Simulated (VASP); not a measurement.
# FeS2 (Pa-3) in VASP: settings compared, part 2 of 2

VASP 6.6.1.

### 3 Electric field gradients, LDA, collinear spin, ferromagnetic start

INCAR reads:

```
SYSTEM = FeS2
PREC = Accurate ; ENCUT = 520
EDIFF = 1E-8 ; ISMEAR = -1
SIGMA = 0.05 ; LREAL = .FALSE.
LASPH = .TRUE. ; NELM = 200
ALGO = Normal ; ISIF = 2
LWAVE = .FALSE. ; LCHARG = .FALSE.
ISPIN = 2 ; MAGMOM = 3 3 3 3 0 0 0 0 0 0 0 0
LORBIT = 11 ; LMAXMIX = 4
LEFG = .TRUE. ; NBANDS = 56
GGA_COMPAT = .FALSE. ; KPAR = 4
```

KPOINTS reads:

```
Automatic mesh
0
G
  8 8 8
  0 0 0
```

POSCAR reads:

```
FeS2
1.0
    5.4178000000      0.0000000000      0.0000000000
    0.0000000000      5.4178000000      0.0000000000
    0.0000000000      0.0000000000      5.4178000000
Fe S
4 8
Direct
    0.0000000000      0.0000000000      0.0000000000
    0.5000000000      0.0000000000      0.5000000000
    0.5000000000      0.5000000000      0.0000000000
    0.0000000000      0.5000000000      0.5000000000
    0.3828072761      0.3828072761      0.3828072761
    0.1171927239      0.6171927239      0.8828072761
    0.8828072761      0.1171927239      0.6171927239
    0.6171927239      0.8828072761      0.1171927239
    0.6171927239      0.6171927239      0.6171927239
    0.8828072761      0.3828072761      0.1171927239
    0.1171927239      0.8828072761      0.3828072761
    0.3828072761      0.1171927239      0.8828072761
```

Potentials or basis: VASP PAW LDA potentials, release 64 (Fe, S).

Started as:

```
$ cat potpaw_LDA.64/Fe/POTCAR potpaw_LDA.64/S/POTCAR > POTCAR
$ mpirun -np 4 vasp_std > vasp.out
```

OUTCAR:

```text
SYSTEM = FeS2
   PREC = Accurate
   ENCUT = 520
   EDIFF = 1E-8
   ISMEAR = -1
   LREAL = .FALSE.
   LASPH = .TRUE.
   NELM = 200
   ISIF = 2
   ISPIN = 2
   LORBIT = 11

 ion  position               nearest neighbor table
   1  0.000  0.000  0.000-   6 2.26   8 2.26  10 2.26  12 2.26  11 2.26   7 2.26
   2  0.500  0.000  0.500-   5 2.26   7 2.26   9 2.26  11 2.26   8 2.26  12 2.26
   3  0.500  0.500  0.000-   6 2.26   8 2.26  10 2.26  12 2.26   5 2.26   9 2.26
   4  0.000  0.500  0.500-   5 2.26   7 2.26   9 2.26  11 2.26  10 2.26   6 2.26
   5  0.383  0.383  0.383-   9 2.20   4 2.26   2 2.26   3 2.26
   6  0.117  0.617  0.883-  10 2.20   3 2.26   1 2.26   4 2.26
   7  0.883  0.117  0.617-  11 2.20   4 2.26   2 2.26   1 2.26
   8  0.617  0.883  0.117-  12 2.20   3 2.26   1 2.26   2 2.26
   9  0.617  0.617  0.617-   5 2.20   4 2.26   2 2.26   3 2.26
  10  0.883  0.383  0.117-   6 2.20   3 2.26   1 2.26   4 2.26
  11  0.117  0.883  0.383-   7 2.20   4 2.26   2 2.26   1 2.26
  12  0.383  0.117  0.883-   8 2.20   3 2.26   1 2.26   2 2.26

  LATTYP: Found a simple cubic cell.
 ALAT       =     5.4178000000

  Lattice vectors:

 A1 = (   5.4178000000,   0.0000000000,   0.0000000000)
 A2 = (   0.0000000000,   5.4178000000,   0.0000000000)
 A3 = (   0.0000000000,   0.0000000000,   5.4178000000)

Analysis of symmetry for initial positions (statically):
=====================================================================
 Subroutine PRICEL returns:
 Original cell was already a primitive cell.

 Routine SETGRP: Setting up the symmetry group for a
 simple cubic supercell.

 Subroutine GETGRP returns: Found 24 space group operations
 (whereof  6 operations were pure point group operations)
 out of a pool of 48 trial point group operations.

The static configuration has the point symmetry S_6 .
 The point group associated with its full space group is T_h .

Analysis of symmetry for dynamics (positions and initial velocities):
=====================================================================
 Subroutine PRICEL returns:
 Original cell was already a primitive cell.

 Routine SETGRP: Setting up the symmetry group for a
 simple cubic supercell.

 Subroutine GETGRP returns: Found 24 space group operations
[... 2899 lines left out ...]
   9       0.000     0.000    -0.000    69.133    69.133    69.133
  10       0.000     0.000    -0.000    69.133   -69.133   -69.133
  11       0.000     0.000    -0.000   -69.133   -69.133    69.133
  12       0.000     0.000    -0.000   -69.133    69.133   -69.133
---------------------------------------------------------------------

 Electric field gradients after diagonalization (V/A^2)
 (convention: |V_zz| > |V_xx| > |V_yy|)
----------------------------------------------------------------------
 ion       V_xx      V_yy      V_zz     asymmetry (V_yy - V_xx)/ V_zz
----------------------------------------------------------------------
   1      17.106    17.106   -34.211       0.000
   2      17.106    17.106   -34.211       0.000
   3      17.106    17.106   -34.211       0.000
   4      17.106    17.106   -34.211       0.000
   5     -69.133   -69.133   138.267       0.000
   6     -69.133   -69.133   138.267       0.000
   7     -69.133   -69.133   138.267       0.000
   8     -69.133   -69.133   138.267       0.000
   9     -69.133   -69.133   138.267       0.000
  10     -69.133   -69.133   138.267       0.000
  11     -69.133   -69.133   138.267       0.000
  12     -69.133   -69.133   138.267       0.000
----------------------------------------------------------------------

           NMR quadrupolar parameters

 Cq : quadrupolar parameter    Cq=e*Q*V_zz/h
 eta: asymmetry parameters     (V_yy - V_xx)/ V_zz
 Q  : nuclear electric quadrupole moment in mb (millibarn)
----------------------------------------------------------------------
 ion       Cq(MHz)       eta       Q (mb)
----------------------------------------------------------------------
   1      -0.083       0.000       1.000
   2      -0.083       0.000       1.000
   3      -0.083       0.000       1.000
   4      -0.083       0.000       1.000
   5       0.334       0.000       1.000
   6       0.334       0.000       1.000
   7       0.334       0.000       1.000
   8       0.334       0.000       1.000
   9       0.334       0.000       1.000
  10       0.334       0.000       1.000
  11       0.334       0.000       1.000
  12       0.334       0.000       1.000
----------------------------------------------------------------------

 total charge

# of ion       s       p       d       tot
------------------------------------------
    1        0.428   0.631   6.516   7.575
    2        0.428   0.631   6.516   7.575
    3        0.428   0.631   6.516   7.575
    4        0.428   0.631   6.516   7.575
    5        1.347   2.275   0.000   3.623
    6        1.347   2.275   0.000   3.623
    7        1.347   2.275   0.000   3.623
    8        1.347   2.275   0.000   3.623
    9        1.347   2.275   0.000   3.623
   10        1.347   2.275   0.000   3.623
   11        1.347   2.275   0.000   3.623
   12        1.347   2.275   0.000   3.623
--------------------------------------------------
tot         12.491  20.724  26.065  59.281

 magnetization (x)

# of ion       s       p       d       tot
------------------------------------------
    1       -0.000  -0.000  -0.000  -0.000
    2       -0.000  -0.000  -0.000  -0.000
    3       -0.000  -0.000  -0.000  -0.000
    4       -0.000  -0.000  -0.000  -0.000
    5        0.000   0.000   0.000   0.000
    6        0.000   0.000   0.000   0.000
    7        0.000   0.000   0.000   0.000
    8        0.000   0.000   0.000   0.000
    9        0.000   0.000   0.000   0.000
   10        0.000   0.000   0.000   0.000
   11        0.000   0.000   0.000   0.000
   12        0.000   0.000   0.000   0.000
--------------------------------------------------
tot         -0.000   0.000  -0.000   0.000
```

OSZICAR:

```text
N       E                     dE             d eps       ncg     rms          rms(c)
DAV:   1     0.781788371471E+03    0.78179E+03   -0.33675E+04 10080   0.153E+03
DAV:   2     0.289492048307E+02   -0.75284E+03   -0.71529E+03 10136   0.390E+02
[... 12 lines left out ...]
DAV:  15    -0.836962967142E+02    0.51395E-05   -0.20931E-05 15032   0.288E-02    0.379E-02
DAV:  16    -0.836962962095E+02    0.50469E-06   -0.22036E-06 12600   0.124E-02    0.175E-02
DAV:  17    -0.836962957940E+02    0.41547E-06   -0.46702E-07 15464   0.701E-03    0.499E-03
DAV:  18    -0.836962957765E+02    0.17541E-07   -0.11767E-07 15048   0.203E-03    0.235E-03
DAV:  19    -0.836962957659E+02    0.10555E-07   -0.13313E-08  7112   0.819E-04    0.955E-04
DAV:  20    -0.836962957645E+02    0.14397E-08   -0.16425E-08  7968   0.821E-04
   1 F= -.83696296E+02 E0= -.83695893E+02  d E =-.806054E-03  mag=     0.0000
```

Wall time 5.4 min (4 MPI ranks of Intel Xeon Platinum 8488C (Sapphire Rapids), shared host); peak memory 0.58 GiB.

Results:

```yaml
Free_energy: -83.6963 eV
Pressure: -12.0 GPa
Largest_force: 0.087 eV/Å
Band_gap_on_the_k_mesh: 0.38 eV (least direct gap 0.43 eV)
Net_moment: 0.00 μB per cell
Largest_electric_field_gradient_by_atom: Fe -34.2; S +138.3 V/Å²
Valence_electrons_inside_the_program's_atomic_spheres: Fe 7.58; S 3.62
```

Forces on the atoms (eV/Å):
```
Fe   0.000  0.000  0.000
Fe   0.000  0.000  0.000
Fe   0.000  0.000  0.000
Fe   0.000  0.000  0.000
S   -0.050 -0.050 -0.050
S    0.050  0.050 -0.050
S   -0.050  0.050  0.050
S    0.050 -0.050  0.050
S    0.050  0.050  0.050
S   -0.050 -0.050  0.050
S    0.050 -0.050 -0.050
S   -0.050  0.050 -0.050
```

Levels at points of the mesh, in eV from the valence-band top:
Spin up:
```csv
k point,band 36,band 37,band 38,band 39,band 40,band 41,band 42,band 43,band 44,band 45
"(0.00, 0.00, 0.00)",-0.34,-0.33,-0.33,-0.33,-0.04,0.38,1.43,1.43,1.43,2.97
"(0.50, 0.00, 0.00)",-0.39,-0.14,-0.14,-0.01,-0.01,1.46,1.46,1.61,1.61,2.30
"(0.50, 0.50, 0.00)",-0.40,-0.13,-0.13,-0.13,-0.13,1.75,1.75,1.75,1.75,1.84
"(0.50, 0.50, 0.50)",-1.06,-0.36,-0.36,-0.36,-0.36,1.33,1.33,1.33,1.33,2.44
```
Spin down:
```
           k point  band 37  band 38  band 39  band 40  band 41  band 42  band 43  band 44
(0.00, 0.00, 0.00)    -0.33    -0.33    -0.33    -0.04     0.38     1.43     1.43     1.43
(0.50, 0.00, 0.00)    -0.14    -0.14    -0.01    -0.01     1.46     1.46     1.61     1.61
(0.50, 0.50, 0.00)    -0.13    -0.13    -0.13    -0.13     1.75     1.75     1.75     1.75
(0.50, 0.50, 0.50)    -0.36    -0.36    -0.36    -0.36     1.33     1.33     1.33     1.33
```

Electric field gradients, principal values (V/Å²):
```csv
atom,least,middle,greatest (by size)
1 Fe,17.106,17.106,-34.211
2 Fe,17.106,17.106,-34.211
3 Fe,17.106,17.106,-34.211
4 Fe,17.106,17.106,-34.211
5 S,-69.133,-69.133,138.267
6 S,-69.133,-69.133,138.267
7 S,-69.133,-69.133,138.267
8 S,-69.133,-69.133,138.267
9 S,-69.133,-69.133,138.267
10 S,-69.133,-69.133,138.267
11 S,-69.133,-69.133,138.267
12 S,-69.133,-69.133,138.267
```

Caveat: the cell stands under tension; without QUAD_EFG the Cq values of the log hold for a quadrupole moment of 1 mb, not for the nuclei.

### 4 Electric field gradients, PBE, collinear spin, ferromagnetic start

INCAR reads:

```
SYSTEM = FeS2
  PREC = Accurate
  ENCUT = 520
  EDIFF = 1E-8
  ISMEAR = 1
  SIGMA = 0.05
  LREAL = .FALSE.
  LASPH = .TRUE.
  NELM = 200
  ALGO = Normal
  ISIF = 2
  LWAVE = .FALSE.
  LCHARG = .FALSE.
  ISPIN = 2
  MAGMOM = 3 3 3 3 0 0 0 0 0 0 0 0
  LORBIT = 11
  LMAXMIX = 4
  GGA = PE
  LEFG = .TRUE.
  NBANDS = 56
  GGA_COMPAT = .FALSE.
  KPAR = 4
```

KPOINTS is that of step 3.

POSCAR reads:

```
FeS2
1.0
    5.4178000000      0.0000000000      0.0000000000
    0.0000000000      5.4178000000      0.0000000000
    0.0000000000      0.0000000000      5.4178000000
Fe S
4 8
Direct
    0.0000000000      0.0000000000      0.0000000000
    0.5000000000      0.0000000000      0.5000000000
    0.5000000000      0.5000000000      0.0000000000
    0.0000000000      0.5000000000      0.5000000000
    0.3848200000      0.3848200000      0.3848200000
    0.1151800000      0.6151800000      0.8848200000
    0.8848200000      0.1151800000      0.6151800000
    0.6151800000      0.8848200000      0.1151800000
    0.6151800000      0.6151800000      0.6151800000
    0.8848200000      0.3848200000      0.1151800000
    0.1151800000      0.8848200000      0.3848200000
    0.3848200000      0.1151800000      0.8848200000
```

Potentials or basis: VASP PAW PBE potentials, release 64 (Fe, S).

Started as:

```
$ cat potpaw_PBE.64/Fe/POTCAR potpaw_PBE.64/S/POTCAR > POTCAR
$ mpirun -np 4 vasp_std > vasp.out
```

OUTCAR:

```text
SYSTEM = FeS2
   PREC = Accurate
   ENCUT = 520
   EDIFF = 1E-8
   ISMEAR = 1
   LREAL = .FALSE.
   LASPH = .TRUE.
   NELM = 200
   ISIF = 2
   ISPIN = 2
   LORBIT = 11
   GGA = PE

 ion  position               nearest neighbor table
   1  0.000  0.000  0.000-   6 2.26   7 2.26   8 2.26  10 2.26  11 2.26  12 2.26
   2  0.500  0.000  0.500-   5 2.26   7 2.26   8 2.26   9 2.26  11 2.26  12 2.26
   3  0.500  0.500  0.000-   5 2.26   6 2.26   8 2.26   9 2.26  10 2.26  12 2.26
   4  0.000  0.500  0.500-   5 2.26   6 2.26   7 2.26   9 2.26  10 2.26  11 2.26
   5  0.385  0.385  0.385-   9 2.16   3 2.26   4 2.26   2 2.26
   6  0.115  0.615  0.885-  10 2.16   3 2.26   4 2.26   1 2.26
   7  0.885  0.115  0.615-  11 2.16   2 2.26   4 2.26   1 2.26
   8  0.615  0.885  0.115-  12 2.16   2 2.26   3 2.26   1 2.26
   9  0.615  0.615  0.615-   5 2.16   3 2.26   4 2.26   2 2.26
  10  0.885  0.385  0.115-   6 2.16   3 2.26   4 2.26   1 2.26
  11  0.115  0.885  0.385-   7 2.16   2 2.26   4 2.26   1 2.26
  12  0.385  0.115  0.885-   8 2.16   2 2.26   3 2.26   1 2.26

  LATTYP: Found a simple cubic cell.
 ALAT       =     5.4178000000

  Lattice vectors:

 A1 = (   5.4178000000,   0.0000000000,   0.0000000000)
 A2 = (   0.0000000000,   5.4178000000,   0.0000000000)
 A3 = (   0.0000000000,   0.0000000000,   5.4178000000)

Analysis of symmetry for initial positions (statically):
=====================================================================
 Subroutine PRICEL returns:
 Original cell was already a primitive cell.

 Routine SETGRP: Setting up the symmetry group for a
[... 2942 lines left out ...]

           NMR quadrupolar parameters

 Cq : quadrupolar parameter    Cq=e*Q*V_zz/h
 eta: asymmetry parameters     (V_yy - V_xx)/ V_zz
 Q  : nuclear electric quadrupole moment in mb (millibarn)
----------------------------------------------------------------------
 ion       Cq(MHz)       eta       Q (mb)
----------------------------------------------------------------------
   1      -0.078       0.000       1.000
   2      -0.078       0.000       1.000
   3      -0.078       0.000       1.000
   4      -0.078       0.000       1.000
   5       0.350       0.000       1.000
   6       0.350       0.000       1.000
   7       0.350       0.000       1.000
   8       0.350       0.000       1.000
   9       0.350       0.000       1.000
  10       0.350       0.000       1.000
  11       0.350       0.000       1.000
  12       0.350       0.000       1.000
----------------------------------------------------------------------

 total charge

# of ion       s       p       d       tot
------------------------------------------
    1        0.422   0.622   6.488   7.532
    2        0.422   0.622   6.488   7.532
    3        0.422   0.622   6.488   7.532
    4        0.422   0.622   6.488   7.532
    5        1.348   2.297   0.000   3.645
    6        1.348   2.297   0.000   3.645
    7        1.348   2.297   0.000   3.645
    8        1.348   2.297   0.000   3.645
    9        1.348   2.297   0.000   3.645
   10        1.348   2.297   0.000   3.645
   11        1.348   2.297   0.000   3.645
   12        1.348   2.297   0.000   3.645
--------------------------------------------------
tot         12.467  20.866  25.954  59.287

 magnetization (x)

# of ion       s       p       d       tot
------------------------------------------
    1        0.000   0.000   0.010   0.010
    2        0.000   0.000   0.010   0.010
    3        0.000   0.000   0.010   0.010
    4        0.000   0.000   0.010   0.010
    5       -0.000  -0.000   0.000  -0.000
    6       -0.000  -0.000   0.000  -0.000
    7       -0.000  -0.000   0.000  -0.000
    8       -0.000  -0.000   0.000  -0.000
    9       -0.000  -0.000   0.000  -0.000
   10       -0.000  -0.000   0.000  -0.000
   11       -0.000  -0.000   0.000  -0.000
   12       -0.000  -0.000   0.000  -0.000
--------------------------------------------------
tot         -0.000  -0.003   0.041   0.038
```

OSZICAR:

```text
N       E                     dE             d eps       ncg     rms          rms(c)
DAV:   1     0.781850253640E+03    0.78185E+03   -0.33946E+04 10080   0.151E+03
DAV:   2     0.373577365295E+02   -0.74449E+03   -0.70624E+03 10136   0.385E+02
[... 16 lines left out ...]
DAV:  19    -0.721009480606E+02   -0.13089E-06   -0.24091E-07 13928   0.313E-03    0.153E-03
DAV:  20    -0.721009480191E+02    0.41578E-07   -0.36298E-08  9336   0.129E-03    0.547E-04
DAV:  21    -0.721009480083E+02    0.10798E-07   -0.69282E-09  6896   0.614E-04    0.313E-04
DAV:  22    -0.721009480208E+02   -0.12581E-07   -0.23323E-09  6680   0.310E-04    0.198E-04
DAV:  23    -0.721009480322E+02   -0.11353E-07   -0.64971E-10  6616   0.189E-04    0.978E-05
DAV:  24    -0.721009480359E+02   -0.36962E-08   -0.37645E-10  6600   0.105E-04
   1 F= -.72100948E+02 E0= -.72102012E+02  d E =0.319218E-02  mag=     0.0361
```

Wall time 7.4 min (4 MPI ranks of Intel Xeon Platinum 8259CL at 2.50GHz (Skylake/Cascade Lake), shared host); peak memory 0.65 GiB.

What came out:

```yaml
Free_energy: -72.1009 eV
Pressure: -0.9 GPa
Largest_force: 0.233 eV/Å
Band_gap_on_the_k_mesh: 0.61 eV (least direct gap 0.65 eV)
Net_moment: 0.04 μB per cell
Largest_electric_field_gradient_by_atom: Fe -32.3; S +144.8 V/Å²
Valence_electrons_inside_the_program's_atomic_spheres: Fe 7.53; S 3.65
```

Forces on the atoms (eV/Å):
```
Fe   0.000  0.000  0.000
Fe   0.000  0.000  0.000
Fe   0.000  0.000  0.000
Fe   0.000  0.000  0.000
S   -0.135 -0.135 -0.135
S    0.135  0.135 -0.135
S   -0.135  0.135  0.135
S    0.135 -0.135  0.135
S    0.135  0.135  0.135
S   -0.135 -0.135  0.135
S    0.135 -0.135 -0.135
S   -0.135  0.135 -0.135
```

Electric field gradients, principal values (V/Å²):
| atom | least | middle | greatest (by size) |
| --- | --- | --- | --- |
| 1 Fe | 16.170 | 16.170 | -32.340 |
| 2 Fe | 16.170 | 16.170 | -32.340 |
| 3 Fe | 16.170 | 16.170 | -32.340 |
| 4 Fe | 16.170 | 16.170 | -32.340 |
| 5 S | -72.401 | -72.401 | 144.802 |
| 6 S | -72.401 | -72.401 | 144.802 |
| 7 S | -72.401 | -72.401 | 144.802 |
| 8 S | -72.401 | -72.401 | 144.802 |
| 9 S | -72.401 | -72.401 | 144.802 |
| 10 S | -72.401 | -72.401 | 144.802 |
| 11 S | -72.401 | -72.401 | 144.802 |
| 12 S | -72.401 | -72.401 | 144.802 |

Caveat: without QUAD_EFG the Cq values of the log hold for a quadrupole moment of 1 mb, not for the nuclei. A k mesh can miss the band edges.
